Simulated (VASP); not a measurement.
Set up this calculation in VASP 6.6.1, as the native input.

```yaml
Task: single point
Functional: PBEsol
Potentials_or_basis: VASP PAW PBE potentials, release 64 (Mo_sv, S)
Cutoff: 520 eV
k_mesh: 10 × 10 × 3
Occupations: fermi-dirac, width 0.05 eV
Spin: no spin polarisation
Dipole_correction: no
Further_INCAR_settings: ALGO = Normal; EDIFF = 1e-06; NBANDS = 35
```

The structure of MoS2 lies in POSCAR:

```
MoS2
1.0
    3.1261704254      0.0000000000      0.0000000000
   -1.5630852127      2.7073430050      0.0000000000
    0.0000000000      0.0000000000     12.1574390416
Mo S
2 4
Direct
    0.6666666667      0.3333333333      0.7500000000
    0.3333333333      0.6666666667      0.2500000000
    0.6666666667      0.3333333333      0.3770000000
    0.3333333333      0.6666666667      0.8770000000
    0.6666666667      0.3333333333      0.1230000000
    0.3333333333      0.6666666667      0.6230000000
```

This cell differs from its parent crystal: volume scaled by 0.96.

These files were run (other wordings do the same):

INCAR

```
  PREC = Accurate
  ENCUT = 520
  EDIFF = 1E-6
  ISMEAR = -1
  SIGMA = 0.05
  LREAL = F
  LASPH = T
  NELM = 60
  ALGO = Normal
  ISIF = 2
  LWAVE = F
  LCHARG = T
  GGA = PS
  LELF = T
  LVHAR = T
  NBANDS = 35
```

KPOINTS

```
Automatic mesh
0
Gamma
  10 10 3
```

Potentials or basis: VASP PAW PBE potentials, release 64 (Mo_sv, S).

The run is started by

```console
$ cat potpaw_PBE.64/Mo_sv/POTCAR potpaw_PBE.64/S/POTCAR > POTCAR
$ mpirun -np 1 vasp_std > vasp.out
```

Results of the run:

```yaml
Pressure: 3.4 GPa
Largest_force: 0.369 eV/Å
Band_gap_on_the_k_mesh: 0.86 eV, indirect (least direct gap 1.98 eV)
```

Caveat: the PAW data sets were made with another functional, which shifts forces and pressure a little; this functional lacks dispersion, which binds the layers, so the pressure and a relaxed spacing across them are unreliable.

It took 88 s on 1 thread of Intel(R) Xeon(R) Platinum 8259CL CPU @ 2.50GHz (Skylake/Cascade Lake) (shared host), peak memory 0.25 GiB.
